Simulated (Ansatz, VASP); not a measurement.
**WC in VASP and in Ansatz**

```xyz
2
Lattice="0.0000 2.3492 2.3492 2.3492 0.0000 2.3492 2.3492 2.3492 0.0000" Properties=species:S:1:pos:R:3 pbc="T T T"
W     0.0000    0.0000    0.0000
C     1.1746    1.1746    1.1746
```

Change from the starting cell: species swapped into the GaN type (F-43m, No. 216).

Alike in both runs: functional PBE; k mesh 20 × 20 × 20; occupations gaussian, width 0.1 eV; no spin polarisation.

Ansatz relaxed the structure, and its values are those at the end. VASP's run is a single point on that final structure, the one shown.

|  | VASP | Ansatz |
| --- | --- | --- |
| version | VASP 6.6.1 | Ansatz 0.2.0 |
| potentials or method | VASP PAW PBE potentials, release 64 (W_sv, C), cutoff 520 eV | scalar-relativistic, plane waves, PAW |
| valence electrons in the cell | 18 | 18 |

Ansatz gave:

* gap on the k mesh at the Fermi level (eV): none
* pressure (GPa): 0.0

Q: Estimate VASP's values.

A: gap on the k mesh at the Fermi level (eV): none; pressure (GPa): 0.7.

A gap of «none» marks a metal or a gap that the smearing closes.

Neither program's run includes spin-orbit coupling.
